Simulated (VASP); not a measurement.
CdSb2O4: single point with PBE

The system is CdSb2O4.

```
CELL_PARAMETERS angstrom
0.00000 -3.41458 0.00000
-5.59747 1.70729 0.00502
2.68967 0.00000 -6.27283
ATOMIC_POSITIONS crystal
Cd 0.00000 0.00000 0.50000
Sb 0.21669 0.43338 0.23579
Sb 0.78331 0.56662 0.76421
O 0.18788 0.37577 0.81812
O 0.63757 0.27514 0.47225
O 0.81212 0.62423 0.18188
O 0.36243 0.72486 0.52775
```

- Program: VASP 6.6.1
- Task: single point
- Functional: PBE
- Potentials or basis: VASP PAW PBE potentials, release 64 (Cd_sv_GW, Sb_d_GW, O)
- Cutoff: 700 eV
- k mesh: 4 × 4 × 2
- Occupations: gaussian, width 0.1 eV
- Spin: no spin polarisation
- Dipole correction: no
- Further INCAR settings: ALGO = Normal; EDIFF = 1e-06; NBANDS = 46

* Pressure: 0.0 GPa
* Largest force: 0.076 eV/Å
* Band gap on the k mesh: 2.11 eV

Forces in eV/Å, atoms in the order of the input:
```
Cd   0.000  0.000  0.000
Sb   0.052  0.000  0.055
Sb  -0.052  0.000 -0.055
O    0.024  0.000  0.007
O    0.026  0.000  0.034
O   -0.024  0.000 -0.007
O   -0.026  0.000 -0.034
```

Stress tensor (GPa, compression positive):
```
-0.09  0.00  0.04
 0.00  0.05  0.00
 0.04  0.00  0.02
```

Levels at points of the mesh, in eV from the valence-band top:
| k point | band 33 | band 34 | band 35 | band 36 | band 37 | band 38 | band 39 | band 40 | band 41 | band 42 |
| --- | --- | --- | --- | --- | --- | --- | --- | --- | --- | --- |
| (0.00, 0.00, 0.00) | -1.82 | -1.51 | -1.24 | -1.15 | -0.21 | 3.19 | 3.58 | 4.09 | 5.24 | 5.54 |
| (0.50, 0.00, 0.00) | -2.13 | -1.87 | -0.84 | -0.48 | -0.47 | 3.40 | 4.04 | 4.86 | 4.92 | 5.75 |
| (0.00, 0.50, 0.00) | -1.94 | -1.27 | -0.96 | -0.62 | -0.10 | 2.46 | 3.45 | 4.36 | 4.98 | 5.77 |
| (0.00, 0.00, 0.50) | -1.62 | -1.55 | -1.18 | -0.52 | -0.41 | 2.62 | 2.85 | 4.31 | 4.65 | 6.20 |
| (0.50, 0.00, 0.50) | -1.74 | -1.55 | -1.16 | -0.94 | -0.76 | 3.51 | 3.55 | 5.23 | 5.43 | 5.70 |
| (0.00, 0.50, 0.50) | -1.79 | -1.65 | -0.63 | -0.41 | 0.00 | 2.11 | 3.25 | 3.86 | 5.46 | 6.29 |

It took 2.6 min on 1 thread of Intel(R) Xeon(R) Platinum 8488C (Sapphire Rapids), with other jobs on the host, peak memory 0.38 GiB.

Caveat: the k points lie up to 0.48 Å⁻¹ apart; spin-orbit coupling is left out, which moves the levels of the heavy elements. A k mesh can miss the band edges.
